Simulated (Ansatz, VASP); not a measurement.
Mo: VASP beside Ansatz

File INCAR:

```
SYSTEM = Mo
ALGO = Fast
EDIFF = 1E-6
ENCUT = 520
GGA = PE
ISIF = 2
ISMEAR = 0
LASPH = .TRUE.
LCHARG = .FALSE.
LREAL = .FALSE.
LWAVE = .FALSE.
NBANDS = 21
NELM = 60
PREC = Accurate
SIGMA = 0.15
```

The input KPOINTS:

```
k-points
0
G
  24 24 14
  0 0 0
```

POSCAR

```
Mo
1.0
   -1.5802194352      1.5802194352      1.5802194352
    1.5802194352     -1.5802194352      1.5802194352
    3.1604388703      3.1604388703      0.0000000000
Mo
2
Direct
   -0.0419506679      0.0419506679      0.0000000000
    0.5419506679      0.4580493321      0.5000000000
```

Input for Ansatz:

```yaml
crystal:
  lattice:
    - [-1.5802194352, 1.5802194352, 1.5802194352]
    - [1.5802194352, -1.5802194352, 1.5802194352]
    - [3.1604388703, 3.1604388703, 0.0]
  atoms:
    - { symbol: Mo, position: [-0.0419506679, 0.0419506679, 0.0] }
    - { symbol: Mo, position: [0.5419506679, 0.4580493321, 0.5] }
basis:
  ecutwfc: 420
kpoints:
  mp_grid: { grid: [24, 24, 14] }
hamiltonian:
  xc: pbe
scf:
  occupations: { method: gaussian, width: 0.15 }
output:
  forces: true
  stress: true
  eigenvalues: true
```

Change from the starting cell: mode 5 (192.3 1/cm) frozen in, largest displacement +0.188 Å.

Alike in both runs: task single point; functional PBE; k mesh 24 × 24 × 14; occupations gaussian, width 0.15 eV; no spin polarisation.

|  | VASP | Ansatz |
| --- | --- | --- |
| version | VASP 6.6.1 | Ansatz 0.2.0 |
| potentials or method | VASP PAW PBE potentials, release 64 (Mo_sv), cutoff 520 eV | scalar-relativistic, plane waves, PAW |
| valence electrons in the cell | 28 | 28 |

VASP gave:

| Item | Value |
| --- | --- |
| gap on the k mesh at the Fermi level (eV) | none |
| pressure (GPa) | 2.9 |
| traceless stress, the component that is largest in VASP (GPa) | 7.22 |
| rms of the force components (eV/Å) | 0.958 |

Question: Which values does Ansatz return?

Answer: gap on the k mesh at the Fermi level (eV): none; pressure (GPa): 2.4; traceless stress, the component that is largest in VASP (GPa): 7.23; rms of the force components (eV/Å): 0.958.

Atom by atom the forces differ by 0.001 eV/Å (rms over components). A gap of «none» marks a metal or a gap that the smearing closes.
